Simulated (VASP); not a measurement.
# TeS2 (Pn-3m) in VASP: further runs

Runs on TeS2. Level: PBE. Tasks: single point, relaxation of cell and atoms.

Everything below comes from runs of VASP 6.6.1. Logs are shortened: lines on timing, memory, paths and dates and some standing lists are left out, and cuts for length are marked.

## (1) The cell of the first run

It takes space group Pn-3m (No. 224, cubic). The conventional cell has a = 5.792 Å, b = 5.792 Å, c = 5.792 Å, α = 90.00°, β = 90.00°, γ = 90.00°. Within 3.3 Å of Te (site symmetry -43m) lie 4 S at 2.51 Å. S (site symmetry -3m) has 2 Te at 2.51 Å within 3.3 Å.

## (2) Single point, PBE

Contents of INCAR:

```
PREC = Accurate
ENCUT = 520
EDIFF = 1E-6
ISMEAR = 0
SIGMA = 0.1
LREAL = False
LASPH = True
NELM = 80
ALGO = Normal
ISIF = 2
LWAVE = False
LCHARG = False
GGA = PE
NBANDS = 27
```

Contents of KPOINTS:

```
Automatic mesh
0
Gamma
  4 4 4
```

Contents of POSCAR:

```
TeS2
1.0
    5.7922150655      0.0000000000      0.0000000000
    0.0000000000      5.7922150655      0.0000000000
    0.0000000000      0.0000000000      5.7922150655
Te S
2 4
Direct
    0.0000000000      0.0000000000      0.0000000000
    0.5000000000      0.5000000000      0.5000000000
    0.2500000000      0.2500000000      0.2500000000
    0.2500000000      0.7500000000      0.7500000000
    0.7500000000      0.7500000000      0.2500000000
    0.7500000000      0.2500000000      0.7500000000
```

Potentials or basis: VASP PAW PBE potentials, release 64 (Te, S).

Started as:

```console
$ cat potpaw_PBE.64/Te/POTCAR potpaw_PBE.64/S/POTCAR > POTCAR
$ mpirun -np 1 vasp_std > vasp.out
```

OUTCAR:

```text
PREC = Accurate
   ENCUT = 520
   EDIFF = 1E-6
   ISMEAR = 0
   LREAL = False
   LASPH = True
   NELM = 80
   ISIF = 2
   GGA = PE

 ion  position               nearest neighbor table
   1  0.000  0.000  0.000-   3 2.51   4 2.51   5 2.51   6 2.51
   2  0.500  0.500  0.500-   3 2.51   4 2.51   5 2.51   6 2.51
   3  0.250  0.250  0.250-   1 2.51   2 2.51
   4  0.250  0.750  0.750-   1 2.51   2 2.51
   5  0.750  0.750  0.250-   1 2.51   2 2.51
   6  0.750  0.250  0.750-   1 2.51   2 2.51

  LATTYP: Found a simple cubic cell.
 ALAT       =     5.7922150655

  Lattice vectors:

 A1 = (   5.7922150655,   0.0000000000,   0.0000000000)
 A2 = (   0.0000000000,   5.7922150655,   0.0000000000)
 A3 = (   0.0000000000,   0.0000000000,   5.7922150655)

Analysis of symmetry for initial positions (statically):
=====================================================================
 Subroutine PRICEL returns:
 Original cell was already a primitive cell.

 Routine SETGRP: Setting up the symmetry group for a
 simple cubic supercell.

 Subroutine GETGRP returns: Found 48 space group operations
 (whereof 24 operations were pure point group operations)
 out of a pool of 48 trial point group operations.

The static configuration has the point symmetry T_d .
 The point group associated with its full space group is O_h .

Analysis of symmetry for dynamics (positions and initial velocities):
=====================================================================
 Subroutine PRICEL returns:
 Original cell was already a primitive cell.

 Routine SETGRP: Setting up the symmetry group for a
 simple cubic supercell.

 Subroutine GETGRP returns: Found 48 space group operations
 (whereof 24 operations were pure point group operations)
 out of a pool of 48 trial point group operations.

The dynamic configuration has the point symmetry T_d .
 The point group associated with its full space group is O_h .

 Subroutine INISYM returns: Found 48 space group operations
 (whereof 24 operations are pure point group operations),
 and found     1 'primitive' translations

----------------------------------------------------------------------------------------

                                     Primitive cell

  volume of cell :     194.3274

  direct lattice vectors                    reciprocal lattice vectors
     5.792215065  0.000000000  0.000000000     0.172645523  0.000000000  0.000000000
     0.000000000  5.792215065  0.000000000     0.000000000  0.172645523  0.000000000
     0.000000000  0.000000000  5.792215065     0.000000000  0.000000000  0.172645523

  length of vectors
     5.792215065  5.792215065  5.792215065     0.172645523  0.172645523  0.172645523

  position of ions in fractional coordinates (direct lattice)
     0.000000000  0.000000000  0.000000000
     0.500000000  0.500000000  0.500000000
     0.250000000  0.250000000  0.250000000
     0.250000000  0.750000000  0.750000000
     0.750000000  0.750000000  0.250000000
     0.750000000  0.250000000  0.750000000

  ion indices of the primitive-cell ions
   primitive index   ion index
                 1           1
                 2           2
                 3           3
                 4           4
                 5           5
                 6           6

----------------------------------------------------------------------------------------

 KPOINTS: Automatic mesh

Automatic generation of k-mesh.
 Grid dimensions read from file:
 generate k-points for:    4    4    4

 Generating k-lattice:

  Cartesian coordinates                     Fractional coordinates (reciprocal lattice)
     0.043161381  0.000000000  0.000000000     0.250000000  0.000000000  0.000000000
     0.000000000  0.043161381  0.000000000     0.000000000  0.250000000  0.000000000
     0.000000000  0.000000000  0.043161381     0.000000000  0.000000000  0.250000000

  Length of vectors
     0.043161381  0.043161381  0.043161381

  Shift w.r.t. Gamma in fractional coordinates (k-lattice)
     0.000000000  0.000000000  0.000000000

 Subroutine IBZKPT returns following result:
 ===========================================

 Found     10 irreducible k-points:

 Following reciprocal coordinates:
            Coordinates               Weight
  0.000000  0.000000  0.000000      1.000000
  0.250000  0.000000  0.000000      6.000000
  0.500000  0.000000  0.000000      3.000000
  0.250000  0.250000  0.000000     12.000000
  0.500000  0.250000  0.000000     12.000000
  0.500000  0.500000  0.000000      3.000000
  0.250000  0.250000  0.250000      8.000000
  0.500000  0.250000  0.250000     12.000000
  0.500000  0.500000  0.250000      6.000000
  0.500000  0.500000  0.500000      1.000000
   k-points           NKPTS =     10   k-points in BZ     NKDIM =     10   number of bands    NBANDS=     27
   number of dos      NEDOS =    301   number of ions     NIONS =      6
   total plane-waves  NPLWV = 110592
   dimension x,y,z NGX =    48 NGY =   48 NGZ =   48
   dimension x,y,z NGXF=    96 NGYF=   96 NGZF=   96
   ions per type =               2   4
   NGX,Y,Z   is equivalent  to a cutoff of  13.78, 13.78, 13.78 a.u.
   NGXF,Y,Z  is equivalent  to a cutoff of  27.55, 27.55, 27.55 a.u.
 SYSTEM =  unknown system
   PREC   = accura    normal or accurate (medium, high low for compatibility)
   ISTART =      0    job   : 0-new  1-cont  2-samecut
   ICHARG =      2    charge: 1-file 2-atom 10-const
   ISPIN  =      1    spin polarized calculation?
   LNONCOLLINEAR =      F non collinear calculations
   LSORBIT =      F    spin-orbit coupling
   LASPH  =      T    aspherical Exc in radial PAW
   ENCUT  =  520.0 eV  38.22 Ry    6.18 a.u.  10.77 10.77 10.77*2*pi/ulx,y,z
   NELM   =     80;   NELMIN=  2; NELMDL= -5     # of ELM steps
   EDIFF  = 0.1E-05   stopping-criterion for ELM
   LREAL  =      F    real-space projection
   EDIFFG = 0.1E-04   stopping-criterion for IOM
   NSW    =      0    number of steps for IOM
   IBRION =     -1    ionic relax: 0-MD 1-quasi-New 2-CG
   NFREE  =      0    steps in history (QN), initial steepest desc. (CG)
   ISIF   =      2    stress and relaxation
   ISYM   =      2    0-nonsym 1-usesym 2-fastsym
   POTIM  = 0.5000    time-step for ionic-motion
   TEBEG  =    0.0;   TEEND  =   0.0 temperature during run
   PSTRESS=    0.0 pullay stress
   NELECT =      36.0000    total number of electrons
   NUPDOWN=      -1.0000    fix difference up-down
   EMIN   =  10.00;   EMAX   =-10.00  energy-range for DOS
   EFERMI =   0.00;   METHOD = LEGACY
   ISMEAR =     0;   SIGMA  =   0.10  broadening in eV -4-tet -1-fermi 0-gaus
   EFERMI_NEDOS =   21; number of points for ismear=-14 and -15
   IALGO  =     38    algorithm
   IMIX   =      4    mixing-type and parameters
     AMIX     =   0.40;   BMIX     =  1.00
     AMIX_MAG =   1.60;   BMIX_MAG =  1.00
  volume/ion in A,a.u.               =      32.39       218.56
  Fermi-wavevector in a.u.,A,eV,Ry     =   0.933249  1.763585 11.850051  0.870954
  Thomas-Fermi vector in A             =   2.059931
   LORBIT       =      0    0 simple, 1 ext, 2 COOP (PROOUT), +10 PAW based schemes
   GGA     = PE    functional components
   LHFCALC =     F    Hartree Fock is set to
   AEXX    =    0.0000 exact exchange contribution
   IVDW    =     0    specifies the selected vdW correction
   LEPSILON=     F    determine dielectric tensor
   LRPA    =     F    only Hartree local field effects (RPA)
 non-spin polarized calculation
 Gauss-broadening in eV      SIGMA  =   0.10
  energy-cutoff  :      520.00
  volume of cell :      194.33
 maximum number of plane-waves:      5248
 NGX is ok and might be reduce to    48
   NGX = 21   NGY = 21   NGZ = 21

 number of electron      36.0000001 magnetization

 Free energy of the ion-electron system (eV)
  ---------------------------------------------------
  ext. energy  EPLUGINS =         0.00000000
  ---------------------------------------------------
  free energy    TOTEN  =       -19.93473918 eV

  energy without entropy =      -19.92243775  energy(sigma->0) =      -19.92858847

 E-fermi :   1.8536     XC(G=0):  -7.9580

 val. band max:        1.8000870407   @ k =   0.2500   0.2500   0.0000
 cond. band min:       2.4402204579   @ k =   0.2500   0.2500   0.0000
 fundamental gap:      0.6401334171
 Fermi energy:         1.8535526263

 k-point     1 :       0.0000    0.0000    0.0000
  band No.  band energies     occupation
      1     -12.2660      2.00000
      2     -10.3744      2.00000
      3      -9.8222      2.00000
      4      -9.8222      2.00000
      5      -9.8222      2.00000
      6      -5.7153      2.00000
[... 19 lines left out ...]
     26       7.8533      0.00000
     27       7.8533      0.00000

 k-point     2 :       0.2500    0.0000    0.0000
  band No.  band energies     occupation
      1     -12.1182      2.00000
      2     -11.0244      2.00000
      3      -9.8173      2.00000
      4      -9.8173      2.00000
      5      -9.0015      2.00000
      6      -6.5282      2.00000
[... 19 lines left out ...]
     26       8.3990      0.00000
     27       8.5893      0.00000

 k-point     3 :       0.5000    0.0000    0.0000
  band No.  band energies     occupation
      1     -11.6893      2.00000
      2     -11.6893      2.00000
      3      -9.8124      2.00000
      4      -9.8124      2.00000
      5      -7.8113      2.00000
      6      -7.8113      2.00000
[... 174 lines left out ...]
      1     -11.9601      2.00000
      2     -11.0572      2.00000
      3      -9.9259      2.00000
      4      -9.9259      2.00000
      5      -9.0420      2.00000
      6      -6.4193      2.00000
[... 19 lines left out ...]
     26       9.0261      0.00000
     27       9.0284      0.00000

 k-point    10 :       0.5000    0.5000    0.5000
  band No.  band energies     occupation
      1     -12.0675      2.00000
      2     -10.4296      2.00000
      3      -9.9184      2.00000
      4      -9.9184      2.00000
      5      -9.9184      2.00000
      6      -5.5764      2.00000
[... 19 lines left out ...]
     26       8.6420      0.00000
     27       8.6445      0.00000

------------------------ aborting loop because EDIFF is reached ----------------------------------------

  FORCE on cell =-STRESS in cart. coord.  units (eV):
  Direction    XX          YY          ZZ          XY          YZ          ZX
  --------------------------------------------------------------------------------------
  -------------------------------------------------------------------------------------
  Total       -0.6023260     -0.6023260     -0.6023260      0.0000000      0.0000000     -0.0000000
  in kB       -4.9660166     -4.9660166     -4.9660166      0.0000000      0.0000000     -0.0000000
  external PRESSURE =      -4.9660166 kB  Pullay stress =       0.0000000 kB

 VOLUME and BASIS-vectors are now :
 -----------------------------------------------------------------------------
  energy-cutoff  :      520.00
  volume of cell :      194.33
      direct lattice vectors                 reciprocal lattice vectors
     5.792215065  0.000000000  0.000000000     0.172645523  0.000000000  0.000000000
     0.000000000  5.792215065  0.000000000     0.000000000  0.172645523  0.000000000
     0.000000000  0.000000000  5.792215065     0.000000000  0.000000000  0.172645523

 POSITION                                       TOTAL-FORCE (eV/Angst)
 -----------------------------------------------------------------------------------
      0.00000      0.00000      0.00000         0.000000     -0.000000     -0.000000
      2.89611      2.89611      2.89611         0.000000     -0.000000     -0.000000
      1.44805      1.44805      1.44805        -0.000000      0.000000     -0.000000
      1.44805      4.34416      4.34416         0.000000      0.000000      0.000000
      4.34416      4.34416      1.44805         0.000000     -0.000000      0.000000
      4.34416      1.44805      4.34416        -0.000000     -0.000000      0.000000
 -----------------------------------------------------------------------------------
    total drift:                               -0.000000     -0.000000      0.000000

  FREE ENERGIE OF THE ION-ELECTRON SYSTEM (eV)
  ---------------------------------------------------
  free  energy   TOTEN  =       -19.9347391772 eV

  energy  without entropy=      -19.9224377528  energy(sigma->0) =      -19.92858847
```

Run time: 82 s. Hardware: 1 thread of Intel Xeon Platinum 8259CL at 2.50GHz (Skylake/Cascade Lake), shared host; peak memory 0.31 GiB.

Results:

| Item | Value |
| --- | --- |
| Free energy | -19.9347 eV |
| Pressure | -0.5 GPa |
| Band gap on the k mesh | zero (bands 18 and 19 overlap by 0.48 eV) |

Caveat: spin-orbit coupling is left out, which moves the levels of the heavy elements.

## (3) Single point, PBE

This run uses another cell than the first one, of 32.10 Å³/atom.

Contents of INCAR:

```
PREC = Accurate ; ENCUT = 520
EDIFF = 1E-6 ; ISMEAR = 0
SIGMA = 0.1 ; LREAL = F
LASPH = T ; NELM = 80
ALGO = Normal ; ISIF = 2
LWAVE = F ; LCHARG = F
GGA = PE ; NBANDS = 27
```

Contents of KPOINTS:

```
Automatic mesh
0
Gamma
  8 8 8
```

POSCAR: that of step 2 with these lines changed.

```diff
@@ -2,5 +2,5 @@
 1.0
-    5.7922150655      0.0000000000      0.0000000000
-    0.0000000000      5.7922150655      0.0000000000
-    0.0000000000      0.0000000000      5.7922150655
+    5.7752304361      0.0000000000      0.0000000000
+    0.0000000000      5.7752304361      0.0000000000
+    0.0000000000      0.0000000000      5.7752304361
 Te S
```

Potentials or basis: VASP PAW PBE potentials, release 64 (Te, S).

Started as:

```console
$ cat potpaw_PBE.64/Te/POTCAR potpaw_PBE.64/S/POTCAR > POTCAR
$ mpirun -np 1 vasp_std > vasp.out
```

Run time: 3.6 min. Hardware: 1 thread of Intel Xeon Platinum 8259CL at 2.50GHz (Skylake/Cascade Lake), shared host; peak memory 0.39 GiB.

It converged, with:

```yaml
Free_energy: -19.9167 eV
Pressure: -0.1 GPa
Band_gap_on_the_k_mesh: zero (bands 18 and 19 overlap by 0.50 eV)
```

Levels at points of the mesh, in eV from the Fermi level:
```
           k point  band 16  band 17  band 18  band 19  band 20  band 21
(0.00, 0.00, 0.00)    -0.59    -0.59    -0.52    -0.52    -0.52     2.11
(0.50, 0.00, 0.00)    -1.05    -0.77    -0.77     1.60     1.60     3.31
(0.50, 0.50, 0.00)    -0.70    -0.39    -0.39     1.30     1.30     3.38
(0.50, 0.50, 0.50)    -0.26    -0.26    -0.25    -0.25    -0.25     2.08
```

Caveat: spin-orbit coupling is left out, which moves the levels of the heavy elements.

## (4) Relaxation of cell and atoms, PBE

This run uses another cell than the first one, of 28.23 Å³/atom.

Contents of INCAR:

```
ALGO     = Normal         # electronic algorithm
EDIFF    = 1E-7           # SCF threshold, eV
EDIFFG   = -0.04          # ionic threshold
ENCUT    = 600            # plane-wave cutoff, eV
GGA      = PE             # functional
IBRION   = 2              # ionic algorithm
ISIF     = 3              # what is computed and relaxed
ISMEAR   = 0              # smearing method
LASPH    = T              # aspherical terms in the spheres
LCHARG   = F              # write CHGCAR
LREAL    = F              # projectors in reciprocal space
LWAVE    = F              # write WAVECAR
NELM     = 80             # most SCF steps
NSW      = 90             # ionic steps
PREC     = Accurate       # precision mode
SIGMA    = 0.1            # smearing width, eV
```

Contents of KPOINTS:

```
k-points
0
Gamma
  4 4 4
```

POSCAR: that of step 3 with these lines changed.

```diff
@@ -2,5 +2,5 @@
 1.0
-    5.7752304361      0.0000000000      0.0000000000
-    0.0000000000      5.7752304361      0.0000000000
-    0.0000000000      0.0000000000      5.7752304361
+    5.5332194494      0.0000000000      0.0000000000
+    0.0000000000      5.5332194494      0.0000000000
+    0.0000000000      0.0000000000      5.5332194494
 Te S
```

Started as:

```console
$ cat potpaw_PBE.64/Te/POTCAR potpaw_PBE.64/S/POTCAR > POTCAR
$ mpirun -np 1 vasp_std > vasp.out
```

Run time: 3.3 min. Hardware: 1 thread of Intel Xeon Platinum 8259CL at 2.50GHz (Skylake/Cascade Lake), shared host; peak memory 0.35 GiB.

It converged, with:

```yaml
Free_energy: -19.9367 eV
Relaxed_volume: 32.00 Å³/atom
Relaxed_cell: a = 5.769 Å, b = 5.769 Å, c = 5.769 Å, α = 90.00°, β = 90.00°, γ = 90.00°
Space_group_after_relaxing_to_0.1_Å: Pn-3m (No. 224)
Energy_gained_by_relaxing: 79.2 meV/atom
Ionic_steps: 3
Pressure_after_relaxing: 0.0 GPa
Band_gap_on_the_k_mesh: zero (bands 18 and 19 overlap by 0.50 eV)
```

The path:
```tsv
step	energy change (eV)	largest force (eV/Å)	pressure (GPa)	volume (Å³)
1	0.0000	0.0000	7.56	169.41
2	-0.3809	0.0000	-2.36	204.22
3	-0.4752	0.0000	0.03	192.02
```

Final structure:
```
Te S
1.0
     5.76922    0.00000    0.00000
     0.00000    5.76922    0.00000
     0.00000    0.00000    5.76922
Te S
2 4
Direct
  0.00000 0.00000 0.00000
  0.50000 0.50000 0.50000
  0.25000 0.25000 0.25000
  0.25000 0.75000 0.75000
  0.75000 0.75000 0.25000
  0.75000 0.25000 0.75000
```

Levels at points of the mesh, in eV from the Fermi level:
```
           k point  band 14  band 15  band 16  band 17  band 18  band 19  band 20  band 21  band 22
(0.00, 0.00, 0.00)    -0.73    -0.62    -0.62    -0.62    -0.56    -0.56    -0.56     2.09     4.99
(0.50, 0.00, 0.00)    -1.50    -1.09    -1.09    -0.81    -0.81     1.58     1.58     3.29     3.29
(0.50, 0.50, 0.00)    -0.91    -0.74    -0.74    -0.43    -0.43     1.28     1.28     3.36     3.36
(0.50, 0.50, 0.50)    -0.54    -0.29    -0.29    -0.29    -0.29    -0.29    -0.29     2.07     4.99
```

Caveat: spin-orbit coupling is left out, which moves the levels of the heavy elements.

## (5) Overview

```csv
task,cell,k mesh,cutoff (eV),gap on the mesh (eV),pressure (GPa)
single point,"a = 5.792 Å, 6 atoms",4 × 4 × 4,520,none,-0.5
single point,"a = 5.775 Å, 6 atoms",8 × 8 × 8,520,none,-0.1
relaxation of cell and atoms,"relaxed from a = 5.533 Å, 6 atoms",4 × 4 × 4,600,none,0.0
```

Alike in all rows: level PBE; potentials or basis VASP PAW PBE potentials, release 64 (Te, S); no spin polarisation; smearing gaussian 0.1 eV.

Caveats: spin-orbit coupling is left out, which moves the levels of the heavy elements.

Absolute energies hang on the potentials; compare differences alone.
